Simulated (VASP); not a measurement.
C, 2 atoms in the cell. It takes space group Fddd (No. 70, orthorhombic). Conventional cell: a = 3.107 Å, b = 3.697 Å, c = 3.911 Å, α = 90.00°, β = 90.00°, γ = 90.00°. Within 2.1 Å of C (site symmetry 222) lie 4 C at 1.55 Å.  This cell differs from its parent crystal: strain +e along x and -e along y -0.1125, strain +e along z and -e/2 along x and y +0.0350.

* Program: VASP 6.6.1
* Task: single point
* Functional: PBE
* Potentials or basis: VASP PAW PBE potentials, release 64 (C)
* Cutoff: 520 eV
* k mesh: 12 × 12 × 12
* Occupations: gaussian, width 0.05 eV
* Spin: no spin polarisation
* Dipole correction: no
* Further INCAR settings: ALGO = Normal; EDIFF = 1e-06; NBANDS = 11

Potentials or basis: VASP PAW PBE potentials, release 64 (C).

The run is started by

```sh
$ cat potpaw_PBE.64/C/POTCAR > POTCAR
$ mpirun -np 1 vasp_std > vasp.out
```

Hardware: 1 thread of Intel(R) Xeon(R) Platinum 8375C CPU @ 2.90GHz (Ice Lake), on a shared host.

Problem. How long does it take, and how much memory?

Solution. Wall time 20 s on 1 thread of Intel(R) Xeon(R) Platinum 8375C CPU @ 2.90GHz (Ice Lake) (shared host), peak memory 0.14 GiB. Counts: scf iterations 11, k points 280.
